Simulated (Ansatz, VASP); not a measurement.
**Two plane-wave programs on Al4BSbP2**

File INCAR:

```
SYSTEM = Al4BSbP2
  PREC = Accurate
  ENCUT = 600
  EDIFF = 1E-7
  ISMEAR = 0
  SIGMA = 0.2
  LREAL = .False.
  LASPH = .True.
  NELM = 80
  ALGO = Normal
  ISIF = 3
  LWAVE = .False.
  LCHARG = .False.
  GGA = PE
  IBRION = 2
  NSW = 36
  EDIFFG = -0.08
```

The input KPOINTS:

```
regular mesh
0
Gamma
  4 4 4
  0 0 0
```

POSCAR

```
Al4BSbP2
1.0
   -2.8263786900      2.8263786900      5.5876359300
    2.8263786900     -2.8263786900      5.5876359300
    2.8263786900      2.8263786900     -5.5876359300
Al B Sb P
4 1 1 2
Direct
    0.1170010000      0.1170010000      0.4956600100
    0.8829990000      0.3786590100      0.0000000000
    0.6213409900      0.6213409900      0.5043399900
    0.3786590100      0.8829990000      0.0000000000
    0.5000000000      0.5000000000      0.0000000000
    0.0000000000      0.0000000000      0.0000000000
    0.7500000000      0.2500000000      0.5000000000
    0.2500000000      0.7500000000      0.5000000000
```

Input for Ansatz:

```yaml
crystal:
  lattice:
    - [-2.82637869, 2.82637869, 5.58763593]
    - [2.82637869, -2.82637869, 5.58763593]
    - [2.82637869, 2.82637869, -5.58763593]
  atoms:
    - { symbol: Al, position: [0.117001, 0.117001, 0.49566001] }
    - { symbol: Al, position: [0.882999, 0.37865901, 0.0] }
    - { symbol: Al, position: [0.62134099, 0.62134099, 0.50433999] }
    - { symbol: Al, position: [0.37865901, 0.882999, 0.0] }
    - { symbol: B, position: [0.5, 0.5, 0.0] }
    - { symbol: Sb, position: [0.0, 0.0, 0.0] }
    - { symbol: P, position: [0.75, 0.25, 0.5] }
    - { symbol: P, position: [0.25, 0.75, 0.5] }
basis:
  ecutwfc: 420
kpoints:
  mp_grid: { grid: [4, 4, 4] }
hamiltonian:
  xc: pbe
scf:
  occupations: { method: gaussian, width: 0.2 }
  lower_state_search: "off"
output:
  forces: true
  stress: true
  eigenvalues: true
relax:
  adjacent_minimum: "off"
  f_tol: 0.08
  max_steps: 16
  cell: { stress_tol: 0.8 }
```

Change from the starting cell: species swapped into the Mn2InAgTe4 type (I-42m, No. 121).

Alike in both runs: task relaxation of cell and atoms; functional PBE; k mesh 4 × 4 × 4; occupations gaussian, width 0.2 eV; no spin polarisation.

```csv
,VASP,Ansatz
version,VASP 6.6.1,Ansatz 0.2.0
potentials or method,"VASP PAW PBE potentials, release 64 (Al, B, Sb, P), cutoff 600 eV","scalar-relativistic, plane waves, PAW"
valence electrons in the cell,30,40
```

Ansatz gave:

```
gap on the k mesh at the Fermi level, each at its own relaxed structure (eV)  : none
relaxed volume (Å³/atom)                                                      : 20.96
relaxed length of the cell vector where the two differ most in proportion (Å) : 6.966
```

Problem. What did VASP give for the same quantities?

Solution. gap on the k mesh at the Fermi level, each at its own relaxed structure (eV): none; relaxed volume (Å³/atom): 20.87; relaxed length of the cell vector where the two differ most in proportion (Å): 6.956.

A gap of «none» marks a metal or a gap that the smearing closes. VASP's potentials hold 30 valence electrons a cell and Ansatz's 40, so a difference there can come from the potentials and not from the codes.

The k mesh is coarse, so the values compare programs but aren't converged. Spin-orbit coupling is off throughout.
